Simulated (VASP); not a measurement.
# Ni (P6_3/mmc) in VASP: notebook

Aim: see how the results for Ni move with the level of theory and the settings. Levels: PBE, LDA. Tasks: single point, relaxation of cell and atoms.

Program: VASP 6.6.1. These are calculated values, not measurements. Logs are shortened: lines on timing, memory, paths and dates and some standing lists are left out, and cuts for length are marked.

## 1. The cell of the first run

The structure is hexagonal, space group P6_3/mmc (No. 194). Conventional cell: a = 2.448 Å, b = 2.448 Å, c = 4.073 Å, α = 90.00°, β = 90.00°, γ = 120.00°. Ni (site symmetry -6m2) has 12 Ni at 2.45 to 2.48 Å within 3.2 Å.

This isn't the form of Ni at room conditions, which is fcc.

## 2. Single point, PBE, collinear spin, ferromagnetic start

Input file INCAR:

```
SYSTEM = Ni
  PREC = Accurate
  ENCUT = 520
  EDIFF = 1E-7
  ISMEAR = 0
  SIGMA = 0.1
  LREAL = .False.
  LASPH = .True.
  NELM = 150
  ALGO = Normal
  ISIF = 2
  LWAVE = .False.
  LCHARG = .False.
  ISPIN = 2
  MAGMOM = 1 1
  LORBIT = 11
  LMAXMIX = 4
  GGA = PE
  NBANDS = 21
```

Input file KPOINTS:

```
Automatic mesh
0
Gamma
  12 12 7
  0 0 0
```

Input file POSCAR:

```
Ni
1.0
    2.4480228978      0.0000000000      0.0000000000
   -1.2240114489      2.1200500186      0.0000000000
    0.0000000000      0.0000000000      4.0728075700
Ni
2
Direct
    0.6666666667      0.3333333333      0.7500000000
    0.3333333333      0.6666666667      0.2500000000
```

Potentials or basis: VASP PAW PBE potentials, release 64 (Ni).

Launch:

```bash
> cat potpaw_PBE.64/Ni/POTCAR > POTCAR
> mpirun -np 1 vasp_std > vasp.out
```

OUTCAR:

```text
SYSTEM = Ni
   PREC = Accurate
   ENCUT = 520
   EDIFF = 1E-7
   ISMEAR = 0
   LREAL = .False.
   LASPH = .True.
   NELM = 150
   ISIF = 2
   ISPIN = 2
   LORBIT = 11
   GGA = PE

 ion  position               nearest neighbor table
   1  0.667  0.333  0.750-   2 2.48   2 2.48   2 2.48   2 2.48   2 2.48   2 2.48
   2  0.333  0.667  0.250-   1 2.48   1 2.48   1 2.48   1 2.48   1 2.48   1 2.48

  LATTYP: Found a hexagonal cell.
 ALAT       =     2.4480228978
 C/A-ratio  =     1.6637130207

  Lattice vectors:

 A1 = (   2.4480228978,   0.0000000000,   0.0000000000)
 A2 = (  -1.2240114489,   2.1200500186,   0.0000000000)
 A3 = (   0.0000000000,   0.0000000000,   4.0728075700)

Analysis of symmetry for initial positions (statically):
=====================================================================
 Subroutine PRICEL returns:
 Original cell was already a primitive cell.

 Routine SETGRP: Setting up the symmetry group for a
 hexagonal supercell.

 Subroutine GETGRP returns: Found 24 space group operations
 (whereof 12 operations were pure point group operations)
 out of a pool of 24 trial point group operations.

The static configuration has the point symmetry D_3d.
 The point group associated with its full space group is D_6h.

Analysis of symmetry for dynamics (positions and initial velocities):
=====================================================================
 Subroutine PRICEL returns:
 Original cell was already a primitive cell.

 Routine SETGRP: Setting up the symmetry group for a
 hexagonal supercell.

 Subroutine GETGRP returns: Found 24 space group operations
 (whereof 12 operations were pure point group operations)
 out of a pool of 24 trial point group operations.

The dynamic configuration has the point symmetry D_3d.
 The point group associated with its full space group is D_6h.

Analysis of structural, dynamic, and magnetic symmetry:
=====================================================================
 Subroutine PRICEL returns:
 Original cell was already a primitive cell.

 Routine SETGRP: Setting up the symmetry group for a
 hexagonal supercell.

 Subroutine GETGRP returns: Found 24 space group operations
 (whereof 12 operations were pure point group operations)
 out of a pool of 24 trial point group operations.

The overall configuration has the point symmetry D_3d.
 The point group associated with its full space group is D_6h.

 Subroutine INISYM returns: Found 24 space group operations
 (whereof 12 operations are pure point group operations),
 and found     1 'primitive' translations

----------------------------------------------------------------------------------------

                                     Primitive cell

  volume of cell :      21.1376

  direct lattice vectors                    reciprocal lattice vectors
     2.448022898  0.000000000  0.000000000     0.408492911  0.235843492  0.000000000
    -1.224011449  2.120050019  0.000000000     0.000000000  0.471686984  0.000000000
     0.000000000  0.000000000  4.072807570     0.000000000  0.000000000  0.245530873

  length of vectors
     2.448022898  2.448022898  4.072807570     0.471686984  0.471686984  0.245530873

  position of ions in fractional coordinates (direct lattice)
     0.666666667  0.333333333  0.750000000
     0.333333333  0.666666667  0.250000000

  ion indices of the primitive-cell ions
   primitive index   ion index
                 1           1
                 2           2

----------------------------------------------------------------------------------------

 KPOINTS: Automatic mesh

Automatic generation of k-mesh.
 Grid dimensions read from file:
 generate k-points for:   12   12    7

 Generating k-lattice:

  Cartesian coordinates                     Fractional coordinates (reciprocal lattice)
     0.034041076  0.019653624  0.000000000     0.083333333 -0.000000000  0.000000000
     0.000000000  0.039307249  0.000000000     0.000000000  0.083333333  0.000000000
     0.000000000  0.000000000  0.035075839     0.000000000  0.000000000  0.142857143

  Length of vectors
     0.039307249  0.039307249  0.035075839

  Shift w.r.t. Gamma in fractional coordinates (k-lattice)
     0.000000000  0.000000000  0.000000000

 Subroutine IBZKPT returns following result:
 ===========================================

 Found     76 irreducible k-points:

 Following reciprocal coordinates:
            Coordinates               Weight
  0.000000  0.000000  0.000000      1.000000
  0.083333  0.000000  0.000000      6.000000
  0.166667 -0.000000  0.000000      6.000000
  0.250000 -0.000000  0.000000      6.000000
  0.333333  0.000000  0.000000      6.000000
  0.416667 -0.000000  0.000000      6.000000
[... 16 lines left out ...]
  0.250000 -0.000000  0.142857     12.000000
  0.333333  0.000000  0.142857     12.000000
 [... further k-points ...]
   k-points           NKPTS =     76   k-points in BZ     NKDIM =     76   number of bands    NBANDS=     21
   number of dos      NEDOS =    301   number of ions     NIONS =      2
   total plane-waves  NPLWV =   9720
   dimension x,y,z NGX =    18 NGY =   18 NGZ =   30
   dimension x,y,z NGXF=    36 NGYF=   36 NGZF=   60
   ions per type =               2
   NGX,Y,Z   is equivalent  to a cutoff of  12.22, 12.22, 12.25 a.u.
   NGXF,Y,Z  is equivalent  to a cutoff of  24.45, 24.45, 24.49 a.u.
 SYSTEM =  Ni
   PREC   = accura    normal or accurate (medium, high low for compatibility)
   ISTART =      0    job   : 0-new  1-cont  2-samecut
   ICHARG =      2    charge: 1-file 2-atom 10-const
   ISPIN  =      2    spin polarized calculation?
   LNONCOLLINEAR =      F non collinear calculations
   LSORBIT =      F    spin-orbit coupling
   LASPH  =      T    aspherical Exc in radial PAW
   ENCUT  =  520.0 eV  38.22 Ry    6.18 a.u.   4.55  4.55  7.57*2*pi/ulx,y,z
   NELM   =    150;   NELMIN=  2; NELMDL= -5     # of ELM steps
   EDIFF  = 0.1E-06   stopping-criterion for ELM
   LREAL  =      F    real-space projection
   EDIFFG = 0.1E-05   stopping-criterion for IOM
   NSW    =      0    number of steps for IOM
   IBRION =     -1    ionic relax: 0-MD 1-quasi-New 2-CG
   NFREE  =      0    steps in history (QN), initial steepest desc. (CG)
   ISIF   =      2    stress and relaxation
   ISYM   =      2    0-nonsym 1-usesym 2-fastsym
   POTIM  = 0.5000    time-step for ionic-motion
   TEBEG  =    0.0;   TEEND  =   0.0 temperature during run
   PSTRESS=    0.0 pullay stress
   NELECT =      20.0000    total number of electrons
   NUPDOWN=      -1.0000    fix difference up-down
   EMIN   =  10.00;   EMAX   =-10.00  energy-range for DOS
   EFERMI =   0.00;   METHOD = LEGACY
   ISMEAR =     0;   SIGMA  =   0.10  broadening in eV -4-tet -1-fermi 0-gaus
   EFERMI_NEDOS =   21; number of points for ismear=-14 and -15
   IALGO  =     38    algorithm
   IMIX   =      4    mixing-type and parameters
     AMIX     =   0.40;   BMIX     =  1.00
     AMIX_MAG =   1.60;   BMIX_MAG =  1.00
  volume/ion in A,a.u.               =      10.57        71.32
  Fermi-wavevector in a.u.,A,eV,Ry     =   1.607187  3.037143 35.144518  2.583049
  Thomas-Fermi vector in A             =   2.703255
   LORBIT       =     11    0 simple, 1 ext, 2 COOP (PROOUT), +10 PAW based schemes
   GGA     = PE    functional components
   LHFCALC =     F    Hartree Fock is set to
   AEXX    =    0.0000 exact exchange contribution
   IVDW    =     0    specifies the selected vdW correction
   LEPSILON=     F    determine dielectric tensor
   LRPA    =     F    only Hartree local field effects (RPA)
 spin polarized calculation
 Gauss-broadening in eV      SIGMA  =   0.10
  energy-cutoff  :      520.00
  volume of cell :       21.14
 maximum number of plane-waves:       586
   NGX =  9   NGY =  9   NGZ = 15

 number of electron      19.9999995 magnetization       1.2746924

 Free energy of the ion-electron system (eV)
  ---------------------------------------------------
  ext. energy  EPLUGINS =         0.00000000
  ---------------------------------------------------
  free energy    TOTEN  =       -10.87856728 eV

  energy without entropy =      -10.85651786  energy(sigma->0) =      -10.86754257

 E-fermi :   9.8145     XC(G=0): -13.4264

 val. band max:        9.8122340360   @ k =   0.3333   0.3333   0.2857
 cond. band min:       9.8207095207   @ k =   0.5000  -0.0000   0.4286
 fundamental gap:      0.0084754847
 Fermi energy:         9.8144998043

 spin component 1

 k-point     1 :       0.0000    0.0000    0.0000
  band No.  band energies     occupation
      1       0.5766      1.00000
      2       4.7804      1.00000
      3       7.2227      1.00000
      4       7.3818      1.00000
      5       7.3818      1.00000
      6       7.6451      1.00000
[... 13 lines left out ...]
     20      36.5493      0.00000
     21      40.4690      0.00000
[... 529 lines left out ...]
 k-point    24 :       0.3333    0.0000    0.1429
  band No.  band energies     occupation
      1       4.0312      1.00000
      2       5.6169      1.00000
      3       5.9812      1.00000
      4       6.7296      1.00000
      5       7.3535      1.00000
      6       7.6248      1.00000
[... 13 lines left out ...]
     20      34.8849      0.00000
     21      37.9672      0.00000

 [... further k-points ...]

 spin component 2

 k-point     1 :       0.0000    0.0000    0.0000
  band No.  band energies     occupation
      1       0.5495      1.00000
      2       5.1917      1.00000
      3       7.9501      1.00000
      4       8.0766      1.00000
      5       8.0766      1.00000
      6       8.3588      1.00000
[... 13 lines left out ...]
     20      36.6367      0.00000
     21      40.5558      0.00000
[... 529 lines left out ...]
 k-point    24 :       0.3333    0.0000    0.1429
  band No.  band energies     occupation
      1       4.1084      1.00000
      2       6.1125      1.00000
      3       6.4437      1.00000
      4       7.2784      1.00000
      5       8.0002      1.00000
      6       8.2525      1.00000
[... 13 lines left out ...]
     20      34.9814      0.00000
     21      38.0259      0.00000

 [... further k-points ...]

------------------------ aborting loop because EDIFF is reached ----------------------------------------

  FORCE on cell =-STRESS in cart. coord.  units (eV):
  Direction    XX          YY          ZZ          XY          YZ          ZX
  --------------------------------------------------------------------------------------
  -------------------------------------------------------------------------------------
  Total        1.0883593      1.0883593      0.5944669      0.0000000     -0.0000000      0.0000000
  in kB       82.4949534     82.4949534     45.0591306      0.0000000     -0.0000000      0.0000000
  external PRESSURE =      70.0163458 kB  Pullay stress =       0.0000000 kB

 VOLUME and BASIS-vectors are now :
 -----------------------------------------------------------------------------
  energy-cutoff  :      520.00
  volume of cell :       21.14
      direct lattice vectors                 reciprocal lattice vectors
     2.448022898  0.000000000  0.000000000     0.408492911  0.235843492  0.000000000
    -1.224011449  2.120050019  0.000000000     0.000000000  0.471686984  0.000000000
     0.000000000  0.000000000  4.072807570     0.000000000  0.000000000  0.245530873

 POSITION                                       TOTAL-FORCE (eV/Angst)
 -----------------------------------------------------------------------------------
      1.22401      0.70668      3.05461         0.000000     -0.000000      0.000000
     -0.00000      1.41337      1.01820        -0.000000      0.000000      0.000000
 -----------------------------------------------------------------------------------
    total drift:                               -0.000000      0.000000     -0.000000

  FREE ENERGIE OF THE ION-ELECTRON SYSTEM (eV)
  ---------------------------------------------------
  free  energy   TOTEN  =       -10.8785672763 eV

  energy  without entropy=      -10.8565178612  energy(sigma->0) =      -10.86754257

 total charge

# of ion       s       p       d       tot
------------------------------------------
    1        0.510   0.524   8.330   9.364
    2        0.510   0.524   8.330   9.364
--------------------------------------------------
tot          1.019   1.048  16.661  18.728

 magnetization (x)

# of ion       s       p       d       tot
------------------------------------------
    1       -0.005  -0.025   0.676   0.646
    2       -0.005  -0.025   0.676   0.646
--------------------------------------------------
tot         -0.009  -0.050   1.351   1.293
```

Run time: 32 s. Hardware: 1 thread of Intel Xeon 6975P-C (Granite Rapids), shared host; peak memory 0.16 GiB.

What came out:

```yaml
Free_energy: -10.8786 eV
Pressure: 7.0 GPa
Net_moment: 1.27 μB per cell
Site_moments: Ni +0.65 μB
Valence_electrons_inside_the_program's_atomic_spheres: Ni 9.36
```

Levels at points of the mesh, in eV from the Fermi level:
Spin up:
```csv
k point,band 7,band 8,band 9,band 10,band 11,band 12,band 13,band 14,band 15,band 16
"(0.00, 0.00, 0.00)",-2.17,-1.65,-1.65,-0.72,-0.72,-0.56,5.58,23.06,25.30,25.30
"(0.50, 0.00, 0.00)",-2.15,-0.61,-0.55,-0.49,1.21,3.17,9.42,9.97,12.53,13.53
```
Spin down:
```tsv
k point	band 7	band 8	band 9	band 10	band 11	band 12	band 13	band 14
(0.00, 0.00, 0.00)	-1.46	-0.99	-0.99	-0.61	-0.02	-0.02	6.02	22.93
(0.50, 0.00, 0.00)	-1.46	0.16	0.19	0.31	1.70	3.56	9.53	10.10
```

Caveat: the cell stands under pressure.

## 3. Relaxation of cell and atoms, LDA, collinear spin, ferromagnetic start

Input file INCAR:

```
SYSTEM = Ni
  PREC = Accurate
  ENCUT = 600
  EDIFF = 1E-6
  ISMEAR = 0
  SIGMA = 0.01
  LREAL = .False.
  LASPH = .True.
  NELM = 150
  ALGO = Normal
  ISIF = 3
  LWAVE = .False.
  LCHARG = .False.
  ISPIN = 2
  MAGMOM = 0.71 0.71
  LORBIT = 11
  LMAXMIX = 4
  GGA = CA
  IBRION = 2
  NSW = 80
  EDIFFG = -0.02
```

KPOINTS is that of step 2.

POSCAR is that of step 2.

Potentials or basis: VASP PAW LDA potentials, release 64 (Ni).

Launch:

```bash
> cat potpaw_LDA.64/Ni/POTCAR > POTCAR
> mpirun -np 1 vasp_std > vasp.out
```

Wall time 2.2 min (1 thread of Intel Xeon 6975P-C (Granite Rapids), shared host); peak memory 0.17 GiB.

It converged, with:

* Free energy: -13.1022 eV
* Relaxed volume: 10.04 Å³/atom
* Relaxed cell: a = 2.418 Å, b = 2.418 Å, c = 3.965 Å, α = 90.00°, β = 90.00°, γ = 120.00°
* Space group after relaxing (to 0.1 Å): P6_3/mmc (No. 194)
* Energy gained by relaxing: 20.5 meV/atom
* Ionic steps: 7
* Pressure after relaxing: 0.2 GPa
* Net moment: 1.17 μB per cell
* Site moments: Ni +0.58 μB
* Valence electrons inside the program's atomic spheres: Ni 9.47

The path:
```tsv
step	energy change (eV)	largest force (eV/Å)	pressure (GPa)	volume (Å³)
1	0.0000	0.0000	-11.30	21.14
2	0.0163	0.0000	16.67	18.94
3	-0.0400	0.0000	-0.01	20.09
4	-0.0400	0.0000	0.24	20.07
5	-0.0408	0.0000	0.13	20.08
6	-0.0407	0.0000	0.03	20.09
7	-0.0409	0.0000	0.16	20.08
```

Final structure:
```yaml
crystal:
  lattice:
    - [2.41842, 0.00000, 0.00000]
    - [-1.20921, 2.09441, 0.00000]
    - [0.00000, 0.00000, 3.96501]
  atoms:
    - { symbol: Ni, position: [0.66667, 0.33333, 0.75000] }
    - { symbol: Ni, position: [0.33333, 0.66667, 0.25000] }
```

Levels at points of the mesh, in eV from the Fermi level:
Spin up:
```tsv
k point	band 8	band 9	band 10	band 11	band 12	band 13	band 14	band 15
(0.00, 0.00, 0.00)	-1.71	-1.71	-0.63	-0.63	-0.47	6.24	23.37	25.79
(0.50, 0.00, 0.00)	-0.50	-0.43	-0.36	1.35	3.38	9.85	10.48	13.14
```
Spin down:
```csv
k point,band 8,band 9,band 10,band 11,band 12,band 13
"(0.00, 0.00, 0.00)",-1.13,-1.13,-0.43,-0.02,-0.02,6.61
"(0.50, 0.00, 0.00)",0.14,0.20,0.28,1.78,3.73,10.02
```
